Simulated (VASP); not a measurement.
A run of VASP 6.6.1:

INCAR

```
SYSTEM = NbSn
PREC = Accurate ; ENCUT = 590
EDIFF = 1E-6 ; ISMEAR = -1
SIGMA = 0.05 ; LREAL = .False.
LASPH = .True. ; NELM = 300
ALGO = All ; ISIF = 2
LWAVE = .False. ; LCHARG = .True.
GGA = PE ; LVHAR = .True.
NBANDS = 35 ; GGA_COMPAT = .False.
ISEARCH = 1 ; KPAR = 4
```

KPOINTS

```
regular mesh
0
Gamma
  8 8 5
  0 0 0
```

The input POSCAR:

```
NbSn
1.0
    3.9715935015      0.0000000000      0.0000000000
   -1.9857967507      3.4395008708      0.0000000000
    0.0000000000      0.0000000000      5.4487225131
Nb Sn
2 2
Direct
    0.0000000000      0.0000000000      0.0000000000
    0.0000000000      0.0000000000      0.5000000000
    0.3333333300      0.6666666700      0.2500000000
    0.6666666700      0.3333333300      0.7500000000
```

Potentials or basis: VASP PAW PBE potentials, release 64 (Nb_sv, Sn_d).

Run with:

```bash
$ cat potpaw_PBE.64/Nb_sv/POTCAR potpaw_PBE.64/Sn_d/POTCAR > POTCAR
$ mpirun -np 4 vasp_std > vasp.out
```

Hardware: 4 MPI ranks on AMD EPYC 7R13 Processor (Zen 3), on a shared host.

How long does it take, and how much memory?

Wall time 48 s on 4 MPI ranks on AMD EPYC 7R13 Processor (Zen 3), on a shared host, peak memory 0.31 GiB a rank. Counts: scf iterations 25, k points 30.
